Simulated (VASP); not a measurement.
Input of a VASP 6.6.1 run:

POSCAR

```
Al3Cu
1.0
    3.9380389284     -0.4214137599     -0.4214137599
   -0.4214137599      3.9380389284     -0.4214137599
   -0.4214137599     -0.4214137599      3.9380389284
Al Cu
3 1
Direct
    0.0000000000      0.5000000000      0.5000000000
    0.5000000000      0.0000000000      0.5000000000
    0.5000000000      0.5000000000      0.0000000000
    0.0000000000      0.0000000000      0.0000000000
```

Contents of INCAR.step1:

```
SYSTEM = Al3Cu
ALGO = Normal
EDIFF = 1E-4
ENCUT = 520
GGA = PE
ISMEAR = 0
LASPH = .TRUE.
LCHARG = .FALSE.
LREAL = .FALSE.
LWAVE = .TRUE.
NBANDS = 18
NELM = 100
PREC = Accurate
SIGMA = 0.15
```

File INCAR.step2:

```
SYSTEM = Al3Cu
ALGO = Normal
EDIFF = 1E-7
ENCUT = 520
ISIF = 2
ISMEAR = 0
ISTART = 1
LASPH = .TRUE.
LCHARG = .FALSE.
LMIXTAU = .TRUE.
LREAL = .FALSE.
LWAVE = .FALSE.
METAGGA = R2SCAN
NBANDS = 18
NELM = 100
PREC = Accurate
SIGMA = 0.15
```

KPOINTS

```
k-points
0
G
  14 14 14
  0 0 0
```

Potentials or basis: VASP PAW PBE potentials, release 64 (Al, Cu).

Command:

```bash
$ cat potpaw_PBE.64/Al/POTCAR potpaw_PBE.64/Cu/POTCAR > POTCAR
$ cp INCAR.step1 INCAR
$ mpirun -np 1 vasp_std > vasp.out
$ cp INCAR.step2 INCAR
$ mpirun -np 1 vasp_std > vasp.out
```

(1) Estimate the pressure.

(2) What does it give for the band gap on the k mesh?

Results:

(1) 10.6 GPa.

(2) zero (bands 10 and 11 overlap by 6.06 eV).

Caveat: the cell stands under pressure; the PAW data sets were made with another functional, which shifts forces and pressure a little.
